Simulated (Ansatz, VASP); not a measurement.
**One calculation of Ge2F3, two programs**

```
Ge F
1.0
     4.40320    0.00000    0.00000
     0.00000    4.40320    0.00000
     0.00000    0.00000    4.40320
Ge F
2 3
Direct
  0.00000 0.00000 0.00000
  0.50000 0.50000 0.50000
  0.00000 0.50000 0.50000
  0.50000 0.00000 0.50000
  0.50000 0.50000 0.00000
```

Alike in both runs: functional PBE; k mesh 4 × 4 × 4; occupations gaussian, width 0.1 eV; no spin polarisation.

Ansatz relaxed the structure, and its values are those at the end. VASP's run is a single point on that final structure, the one shown.

|  | VASP | Ansatz |
| --- | --- | --- |
| version | VASP 6.6.1 | Ansatz 0.2.0 |
| potentials or method | VASP PAW PBE potentials, release 64 (Ge_d, F), cutoff 600 eV | scalar-relativistic, plane waves, PAW |
| valence electrons in the cell | 49 | 49 |

VASP gave:

| Item | Value |
| --- | --- |
| gap on the k mesh at the Fermi level (eV) | none |
| pressure (GPa) | -0.1 |

**Question.** Estimate Ansatz's values.

**Answer.** gap on the k mesh at the Fermi level (eV): none; pressure (GPa): 0.1.

A gap of «none» marks a metal or a gap that the smearing closes. The functional is the same, so the differences come from potentials, cutoffs and numerics.
